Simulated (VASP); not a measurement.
# PbS (R3m) in VASP: a series of runs

Aim: see how the results for PbS move with the level of theory and the settings. Levels: r2SCAN, LDA. Tasks: single point.

Everything below comes from runs of VASP 6.6.1. Logs are shortened: lines on timing, memory, paths and dates and some standing lists are left out, and cuts for length are marked.

**1. The cell of the first run**

The structure is trigonal, space group R3m (No. 160). Conventional cell: a = 4.253 Å, b = 4.253 Å, c = 10.424 Å, α = 90.00°, β = 90.00°, γ = 120.00°. Pb (site symmetry 3m) has 6 S at 2.98 to 3.04 Å within 3.9 Å. S (site symmetry 3m) has 6 Pb at 2.98 to 3.04 Å within 3.9 Å.

**2. Single point, r2SCAN**

File POSCAR:

```
PbS
1.0
    2.1266532507      1.2278238267      3.4747772906
   -2.1266532507      1.2278238267      3.4747772906
    0.0000000000     -2.4556476535      3.4747772906
Pb S
1 1
Direct
    0.9805657800      0.9805657800      0.9805657800
    0.4750355500      0.4750355500      0.4750355500
```

File INCAR.step1:

```
ALGO = Normal
EDIFF = 1E-4
ENCUT = 520
GGA = PE
ISMEAR = -1
LASPH = True
LCHARG = False
LREAL = False
LWAVE = True
NBANDS = 17
NELM = 80
PREC = Accurate
SIGMA = 0.05
```

File INCAR.step2:

```
ALGO = Normal
EDIFF = 1E-7
ENCUT = 520
ISIF = 2
ISMEAR = -1
ISTART = 1
LASPH = True
LCHARG = True
LELF = True
LMIXTAU = True
LREAL = False
LVHAR = True
LWAVE = False
METAGGA = R2SCAN
NBANDS = 17
NELM = 80
PREC = Accurate
SIGMA = 0.05
```

File KPOINTS:

```
k-points
0
Gamma
  8 8 8
```

Potentials or basis: VASP PAW PBE potentials, release 64 (Pb_d, S).

The run is started by

```sh
> cat potpaw_PBE.64/Pb_d/POTCAR potpaw_PBE.64/S/POTCAR > POTCAR
> cp INCAR.step1 INCAR
> mpirun -np 1 vasp_std > vasp.out
> cp INCAR.step2 INCAR
> mpirun -np 1 vasp_std > vasp.out
```

OUTCAR:

```text
EDIFF = 1E-7
   ENCUT = 520
   ISIF = 2
   ISMEAR = -1
   ISTART = 1
   LASPH = True
   LREAL = False
   METAGGA = R2SCAN
   NELM = 80
   PREC = Accurate

 ion  position               nearest neighbor table
   1  0.981  0.981  0.981-   2 2.98   2 2.98   2 2.98   2 3.04   2 3.04   2 3.04
   2  0.475  0.475  0.475-   1 2.98   1 2.98   1 2.98   1 3.04   1 3.04   1 3.04

  LATTYP: Found a trigonal (rhomboedric) cell.
 ALAT       =     4.2549127626
 COS(alpha) =     0.5003774362

  Lattice vectors:

 A1 = (   2.1266532507,   1.2278238267,   3.4747772906)
 A2 = (  -2.1266532507,   1.2278238267,   3.4747772906)
 A3 = (   0.0000000000,  -2.4556476535,   3.4747772906)

Analysis of symmetry for initial positions (statically):
=====================================================================
 Subroutine PRICEL returns:
 Original cell was already a primitive cell.

 Routine SETGRP: Setting up the symmetry group for a
 trigonal (rhombohedral) supercell.

 Subroutine GETGRP returns: Found  6 space group operations
 (whereof  6 operations were pure point group operations)
 out of a pool of 12 trial point group operations.

The static configuration has the point symmetry C_3v.

Analysis of symmetry for dynamics (positions and initial velocities):
=====================================================================
 Subroutine PRICEL returns:
 Original cell was already a primitive cell.

 Routine SETGRP: Setting up the symmetry group for a
 trigonal (rhombohedral) supercell.

 Subroutine GETGRP returns: Found  6 space group operations
 (whereof  6 operations were pure point group operations)
 out of a pool of 12 trial point group operations.

The dynamic configuration has the point symmetry C_3v.

 Subroutine INISYM returns: Found  6 space group operations
 (whereof  6 operations are pure point group operations),
 and found     1 'primitive' translations

----------------------------------------------------------------------------------------

                                     Primitive cell

  volume of cell :      54.4391

  direct lattice vectors                    reciprocal lattice vectors
     2.126653251  1.227823827  3.474777291     0.235111201  0.135741515  0.095929409
    -2.126653251  1.227823827  3.474777291    -0.235111201  0.135741515  0.095929409
     0.000000000 -2.455647653  3.474777291     0.000000000 -0.271483030  0.095929409

  length of vectors
     4.254912763  4.254912763  4.254912763     0.287933130  0.287933130  0.287933130

  position of ions in fractional coordinates (direct lattice)
     0.980565780  0.980565780  0.980565780
     0.475035550  0.475035550  0.475035550

  ion indices of the primitive-cell ions
   primitive index   ion index
                 1           1
                 2           2

----------------------------------------------------------------------------------------

 KPOINTS: k-points

Automatic generation of k-mesh.
 Grid dimensions read from file:
 generate k-points for:    8    8    8

 Generating k-lattice:

  Cartesian coordinates                     Fractional coordinates (reciprocal lattice)
     0.029388900  0.016967689  0.011991176     0.125000000  0.000000000 -0.000000000
    -0.029388900  0.016967689  0.011991176     0.000000000  0.125000000 -0.000000000
     0.000000000 -0.033935379  0.011991176    -0.000000000 -0.000000000  0.125000000

  Length of vectors
     0.035991641  0.035991641  0.035991641

  Shift w.r.t. Gamma in fractional coordinates (k-lattice)
     0.000000000  0.000000000  0.000000000

 Subroutine IBZKPT returns following result:
 ===========================================

 Found     65 irreducible k-points:

 Following reciprocal coordinates:
            Coordinates               Weight
  0.000000  0.000000  0.000000      1.000000
  0.125000 -0.000000 -0.000000      6.000000
  0.250000 -0.000000 -0.000000      6.000000
  0.375000 -0.000000 -0.000000      6.000000
  0.500000 -0.000000 -0.000000      3.000000
  0.125000  0.125000 -0.000000      6.000000
[... 16 lines left out ...]
  0.250000  0.125000  0.125000      6.000000
  0.375000  0.125000  0.125000      6.000000
 [... further k-points ...]
   k-points           NKPTS =     65   k-points in BZ     NKDIM =     65   number of bands    NBANDS=     17
   number of dos      NEDOS =    301   number of ions     NIONS =      2
   total plane-waves  NPLWV =  32768
   dimension x,y,z NGX =    32 NGY =   32 NGZ =   32
   dimension x,y,z NGXF=    64 NGYF=   64 NGZF=   64
   ions per type =               1   1
   NGX,Y,Z   is equivalent  to a cutoff of  12.50, 12.50, 12.50 a.u.
   NGXF,Y,Z  is equivalent  to a cutoff of  25.01, 25.01, 25.01 a.u.
 SYSTEM =  unknown system
   PREC   = accura    normal or accurate (medium, high low for compatibility)
   ISTART =      1    job   : 0-new  1-cont  2-samecut
   ICHARG =      0    charge: 1-file 2-atom 10-const
   ISPIN  =      1    spin polarized calculation?
   LNONCOLLINEAR =      F non collinear calculations
   LSORBIT =      F    spin-orbit coupling
   LASPH  =      T    aspherical Exc in radial PAW
   ENCUT  =  520.0 eV  38.22 Ry    6.18 a.u.   7.91  7.91  7.91*2*pi/ulx,y,z
   NELM   =     80;   NELMIN=  2; NELMDL=  0     # of ELM steps
   EDIFF  = 0.1E-06   stopping-criterion for ELM
   LREAL  =      F    real-space projection
   EDIFFG = 0.1E-05   stopping-criterion for IOM
   NSW    =      0    number of steps for IOM
   IBRION =     -1    ionic relax: 0-MD 1-quasi-New 2-CG
   NFREE  =      0    steps in history (QN), initial steepest desc. (CG)
   ISIF   =      2    stress and relaxation
   ISYM   =      2    0-nonsym 1-usesym 2-fastsym
   POTIM  = 0.5000    time-step for ionic-motion
   TEBEG  =    0.0;   TEEND  =   0.0 temperature during run
   PSTRESS=    0.0 pullay stress
   NELECT =      20.0000    total number of electrons
   NUPDOWN=      -1.0000    fix difference up-down
   EMIN   =  10.00;   EMAX   =-10.00  energy-range for DOS
   EFERMI =   0.00;   METHOD = LEGACY
   ISMEAR =    -1;   SIGMA  =   0.05  broadening in eV -4-tet -1-fermi 0-gaus
   EFERMI_NEDOS =   21; number of points for ismear=-14 and -15
   IALGO  =     38    algorithm
   IMIX   =      4    mixing-type and parameters
     AMIX     =   0.40;   BMIX     =  1.00
     AMIX_MAG =   1.60;   BMIX_MAG =  1.00
  volume/ion in A,a.u.               =      27.22       183.69
  Fermi-wavevector in a.u.,A,eV,Ry     =   1.172504  2.215712 18.704837  1.374767
  Thomas-Fermi vector in A             =   2.308932
   LORBIT       =      0    0 simple, 1 ext, 2 COOP (PROOUT), +10 PAW based schemes
   METAGGA = R2SCAN    functional components
   LHFCALC =     F    Hartree Fock is set to
   AEXX    =    0.0000 exact exchange contribution
   IVDW    =     0    specifies the selected vdW correction
   LEPSILON=     F    determine dielectric tensor
   LRPA    =     F    only Hartree local field effects (RPA)
 non-spin polarized calculation
  energy-cutoff  :      520.00
  volume of cell :       54.44
 maximum number of plane-waves:      1477
   NGX = 15   NGY = 15   NGZ = 15

 number of electron      20.0000000 magnetization

 Free energy of the ion-electron system (eV)
  ---------------------------------------------------
  ext. energy  EPLUGINS =         0.00000000
  ---------------------------------------------------
  free energy    TOTEN  =       -65.60836471 eV

  energy without entropy =      -65.60835975  energy(sigma->0) =      -65.60836223

 E-fermi :   5.4911     XC(G=0): -10.0406

 val. band max:        5.0979458092   @ k =   0.5000  -0.0000  -0.0000
 cond. band min:       5.8843437949   @ k =   0.5000  -0.0000  -0.0000
 fundamental gap:      0.7863979857
 Fermi energy:         5.4911489193

 k-point     1 :       0.0000    0.0000    0.0000
  band No.  band energies     occupation
      1     -12.2394      2.00000
      2     -12.2389      2.00000
      3     -12.2389      2.00000
      4     -12.2221      2.00000
      5     -12.2221      2.00000
      6      -8.6842      2.00000
[... 9 lines left out ...]
     16      12.4182      0.00000
     17      14.3104      0.00000

 k-point     2 :       0.1250   -0.0000   -0.0000
  band No.  band energies     occupation
      1     -12.2383      2.00000
      2     -12.2365      2.00000
      3     -12.2362      2.00000
      4     -12.2233      2.00000
      5     -12.2232      2.00000
      6      -8.5573      2.00000
[... 9 lines left out ...]
     16      12.7657      0.00000
     17      15.4683      0.00000

 k-point     3 :       0.2500   -0.0000   -0.0000
  band No.  band energies     occupation
      1     -12.2409      2.00000
      2     -12.2403      2.00000
      3     -12.2368      2.00000
      4     -12.2153      2.00000
      5     -12.2149      2.00000
      6      -8.2083      2.00000
[... 9 lines left out ...]
     16      13.6168      0.00000
     17      17.3883      0.00000

 k-point     4 :       0.3750   -0.0000   -0.0000
  band No.  band energies     occupation
      1     -12.2496      2.00000
      2     -12.2490      2.00000
      3     -12.2358      2.00000
      4     -12.2026      2.00000
      5     -12.2022      2.00000
      6      -7.7655      2.00000
[... 9 lines left out ...]
     16      14.8672      0.00000
     17      17.3223      0.00000
[... 343 lines left out ...]
      1     -12.2387      2.00000
      2     -12.2362      2.00000
      3     -12.2362      2.00000
      4     -12.2232      2.00000
      5     -12.2232      2.00000
      6      -8.5579      2.00000
[... 9 lines left out ...]
     16      12.7596      0.00000
     17      15.4652      0.00000

 k-point    23 :       0.2500    0.1250    0.1250
  band No.  band energies     occupation
      1     -12.2384      2.00000
      2     -12.2363      2.00000
      3     -12.2320      2.00000
      4     -12.2306      2.00000
      5     -12.2162      2.00000
      6      -8.3546      2.00000
[... 9 lines left out ...]
     16      13.8955      0.00000
     17      15.1470      0.00000

 k-point    24 :       0.3750    0.1250    0.1250
  band No.  band energies     occupation
      1     -12.2470      2.00000
      2     -12.2412      2.00000
      3     -12.2348      2.00000
      4     -12.2173      2.00000
      5     -12.2080      2.00000
      6      -7.9629      2.00000
[... 9 lines left out ...]
     16      15.2799      0.00000
     17      16.4296      0.00000

 [... further k-points ...]

------------------------ aborting loop because EDIFF is reached ----------------------------------------

  FORCE on cell =-STRESS in cart. coord.  units (eV):
  Direction    XX          YY          ZZ          XY          YZ          ZX
  --------------------------------------------------------------------------------------
  -------------------------------------------------------------------------------------
  Total       -0.3893529     -0.3893529     -0.3802220      0.0000000      0.0000000      0.0000000
  in kB      -11.4589023    -11.4589023    -11.1901750      0.0000000      0.0000000      0.0000000
  external PRESSURE =     -11.3693265 kB  Pullay stress =       0.0000000 kB

 VOLUME and BASIS-vectors are now :
 -----------------------------------------------------------------------------
  energy-cutoff  :      520.00
  volume of cell :       54.44
      direct lattice vectors                 reciprocal lattice vectors
     2.126653251  1.227823827  3.474777291     0.235111201  0.135741515  0.095929409
    -2.126653251  1.227823827  3.474777291    -0.235111201  0.135741515  0.095929409
     0.000000000 -2.455647653  3.474777291     0.000000000 -0.271483030  0.095929409

 POSITION                                       TOTAL-FORCE (eV/Angst)
 -----------------------------------------------------------------------------------
      0.00000     -0.00000     10.22174         0.000000      0.000000     -0.001120
      0.00000     -0.00000      4.95193         0.000000     -0.000000      0.001120
 -----------------------------------------------------------------------------------
    total drift:                                0.000000      0.000000     -0.000049

  FREE ENERGIE OF THE ION-ELECTRON SYSTEM (eV)
  ---------------------------------------------------
  free  energy   TOTEN  =       -65.6083647107 eV

  energy  without entropy=      -65.6083597480  energy(sigma->0) =      -65.60836223
```

Wall time 3.1 min (1 thread of Intel Xeon 8259CL, shared host); peak memory 0.22 GiB.

What came out:

```
Free energy            : -65.6084 eV
Pressure               : -1.1 GPa
Band gap on the k mesh : 0.79 eV
```

Caveat: the PAW data sets were made with another functional, which shifts forces and pressure a little; spin-orbit coupling is left out, which moves the levels of the heavy elements.

(Part 1 of 2 ends here.)
